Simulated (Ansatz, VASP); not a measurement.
## Two plane-wave programs on SiNi

File INCAR:

```
SYSTEM = SiNi
PREC = Accurate
ENCUT = 520
EDIFF = 1E-7
ISMEAR = 0
SIGMA = 0.015
LREAL = .False.
LASPH = .True.
NELM = 150
ALGO = Normal
ISIF = 2
LWAVE = .False.
LCHARG = .False.
ISPIN = 2
MAGMOM = 1 1 1 1 0 0 0 0
LORBIT = 11
LMAXMIX = 4
GGA = PE
NBANDS = 42
```

Contents of KPOINTS:

```
regular mesh
0
Gamma
  6 6 6
  0 0 0
```

File POSCAR:

```
SiNi
1.0
    4.5036940000      0.0000000000      0.0000000000
    0.0000000000      4.5036940000      0.0000000000
    0.0000000000      0.0000000000      4.5036940000
Ni Si
4 4
Direct
    0.1495040000      0.1495040000      0.1495040000
    0.6495040000      0.3504960000      0.8504960000
    0.8504960000      0.6495040000      0.3504960000
    0.3504960000      0.8504960000      0.6495040000
    0.8468300000      0.8468300000      0.8468300000
    0.3468300000      0.6531700000      0.1531700000
    0.1531700000      0.3468300000      0.6531700000
    0.6531700000      0.1531700000      0.3468300000
```

The input input.yaml:

```yaml
crystal:
  lattice:
    - [4.503694, 0.0, 0.0]
    - [0.0, 4.503694, 0.0]
    - [0.0, 0.0, 4.503694]
  atoms:
    - { symbol: Ni, position: [0.149504, 0.149504, 0.149504], spin: 1.0 }
    - { symbol: Ni, position: [0.649504, 0.350496, 0.850496], spin: 1.0 }
    - { symbol: Ni, position: [0.850496, 0.649504, 0.350496], spin: 1.0 }
    - { symbol: Ni, position: [0.350496, 0.850496, 0.649504], spin: 1.0 }
    - { symbol: Si, position: [0.84683, 0.84683, 0.84683] }
    - { symbol: Si, position: [0.34683, 0.65317, 0.15317] }
    - { symbol: Si, position: [0.15317, 0.34683, 0.65317] }
    - { symbol: Si, position: [0.65317, 0.15317, 0.34683] }
hamiltonian:
  xc: pbe
  pseudopotentials: { kind: paw }
magnetization:
  spin_polarized: true
kpoints:
  mp_grid: { grid: [6, 6, 6] }
scf:
  occupations: { method: gaussian, width: 0.015 }
output:
  forces: true
  stress: true
  eigenvalues: true
  write_density: true
  write_potential: true
  elf: true
  volumetric_format: npy
```

Alike in both runs: task single point; functional PBE; k mesh 6 × 6 × 6; occupations gaussian, width 0.015 eV; collinear spin.

```csv
,VASP,Ansatz
version,VASP 6.6.1,Ansatz 0.2.0
potentials or method,"VASP PAW PBE potentials, release 64 (Ni, Si)",Ansatz PAW
plane-wave cutoff (eV),520,420
valence electrons in the cell,56,88
```

VASP gave:

- gap on the k mesh at the Fermi level (eV): none
- pressure (GPa): 1.8
- rms of the force components (eV/Å): 0.015
- net moment per atom (μB): 0.00

**Question.** Which values does Ansatz return?

**Answer.** gap on the k mesh at the Fermi level (eV): none; pressure (GPa): 1.7; rms of the force components (eV/Å): 0.014; net moment per atom (μB): 0.00.

Atom by atom the forces differ by 0.002 eV/Å (rms over components). A gap of «none» marks a metal or a gap that the smearing closes. VASP's potentials hold 56 valence electrons a cell and Ansatz's 88, so a difference there can come from the potentials and not from the codes.
